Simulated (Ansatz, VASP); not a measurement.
# Two plane-wave programs on HfC

Contents of INCAR:

```
PREC = Accurate ; ENCUT = 520
EDIFF = 1E-7 ; ISMEAR = 0
SIGMA = 0.15 ; LREAL = F
LASPH = T ; NELM = 80
ALGO = Normal ; ISIF = 2
LWAVE = F ; LCHARG = F
GGA = PE ; NBANDS = 14
```

KPOINTS

```
Automatic mesh
0
Gamma
  20 20 20
```

File POSCAR:

```
HfC
1.0
    0.2917211690      2.4796299361      2.4796299361
    2.4796299361      0.2917211690      2.4796299361
    2.4796299361      2.4796299361      0.2917211690
Hf C
1 1
Direct
    0.5000000000      0.5000000000      0.5000000000
    0.0000000000      0.0000000000      0.0000000000
```

Input for Ansatz:

```yaml
crystal:
  lattice:
    - [0.291721169, 2.4796299361, 2.4796299361]
    - [2.4796299361, 0.291721169, 2.4796299361]
    - [2.4796299361, 2.4796299361, 0.291721169]
  atoms:
    - { symbol: Hf, position: [0.5, 0.5, 0.5] }
    - { symbol: C, position: [0.0, 0.0, 0.0] }
basis:
  ecutwfc: 420
kpoints:
  mp_grid: { grid: [20, 20, 20] }
hamiltonian:
  xc: pbe
scf:
  occupations: { method: gaussian, width: 0.15 }
output:
  forces: true
  stress: true
  eigenvalues: true
```

Alike in both runs: task single point; functional PBE; k mesh 20 × 20 × 20; occupations gaussian, width 0.15 eV; no spin polarisation.

|  | VASP | Ansatz |
| --- | --- | --- |
| version | VASP 6.6.1 | Ansatz 0.2.0 |
| potentials or method | VASP PAW PBE potentials, release 64 (Hf_pv, C), cutoff 520 eV | scalar-relativistic, plane waves, PAW |
| valence electrons in the cell | 14 | 30 |

Ansatz gave:

| Property | Result |
| --- | --- |
| gap on the k mesh at the Fermi level (eV) | none |
| pressure (GPa) | 0.6 |
| traceless stress, the component that is largest in VASP (GPa) | -22.74 |

Question: Estimate VASP's values.

Answer: gap on the k mesh at the Fermi level (eV): none; pressure (GPa): -0.1; traceless stress, the component that is largest in VASP (GPa): -22.80.

A gap of «none» marks a metal or a gap that the smearing closes. VASP's potentials hold 14 valence electrons a cell and Ansatz's 30, so a difference there can come from the potentials and not from the codes.

Spin-orbit coupling is off throughout.
